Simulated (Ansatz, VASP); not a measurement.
# MnO in VASP and in Ansatz

INCAR

```
SYSTEM = MnO
PREC = Accurate ; ENCUT = 520
EDIFF = 1E-6 ; ISMEAR = -1
SIGMA = 0.05 ; LREAL = .False.
LASPH = .True. ; NELM = 150
ALGO = Normal ; ISIF = 2
LWAVE = .False. ; LCHARG = .False.
ISPIN = 2 ; MAGMOM = 4.8 0
LORBIT = 11 ; NUPDOWN = 4.8
LMAXMIX = 4 ; GGA = PE
NBANDS = 20
```

File KPOINTS:

```
regular mesh
0
Gamma
  10 10 10
  0 0 0
```

POSCAR

```
MnO
1.0
    0.0000000000      2.2239077028      2.2239077028
    2.2239077028      0.0000000000      2.2239077028
    2.2239077028      2.2239077028      0.0000000000
Mn O
1 1
Direct
    0.0000000000      0.0000000000      0.0000000000
    0.5000000000      0.5000000000      0.5000000000
```

Contents of input.yaml:

```yaml
crystal:
  lattice:
    - [0.0, 2.2239077028, 2.2239077028]
    - [2.2239077028, 0.0, 2.2239077028]
    - [2.2239077028, 2.2239077028, 0.0]
  atoms:
    - { symbol: Mn, position: [0.0, 0.0, 0.0], spin: 4.8 }
    - { symbol: O, position: [0.5, 0.5, 0.5] }
kpoints:
  mp_grid: { grid: [10, 10, 10] }
scf:
  occupations: { method: fermi_dirac, width: 0.05 }
hamiltonian:
  xc: pbe
  pseudopotentials: { kind: all_electron, lapw: { basis_error: 0.001 } }
magnetization:
  spin_polarized: true
  initial_magnetization: 4.8
  spin_locking: { lock_magnetization: hard }
output:
  forces: true
  stress: true
  eigenvalues: true
```

Alike in both runs: task single point; functional PBE; k mesh 10 × 10 × 10; occupations fermi-dirac, width 0.05 eV; collinear spin; fixed moment 4.8 μB.

```csv
,VASP,Ansatz
version,VASP 6.6.1,Ansatz 0.2.0
potentials or method,"VASP PAW PBE potentials, release 64 (Mn_pv, O), cutoff 520 eV","all-electron LAPW, scalar-relativistic"
```

```csv
,VASP,Ansatz,Ansatz less VASP
pressure (GPa),0.4,0.2,-0.18
size of the moment on the site where the two differ most (μB),0.21,0.24,+0.031
```

Site moments also hang on the region over which each program counts them. Ansatz ran all-electron here, and VASP with PAW potentials.
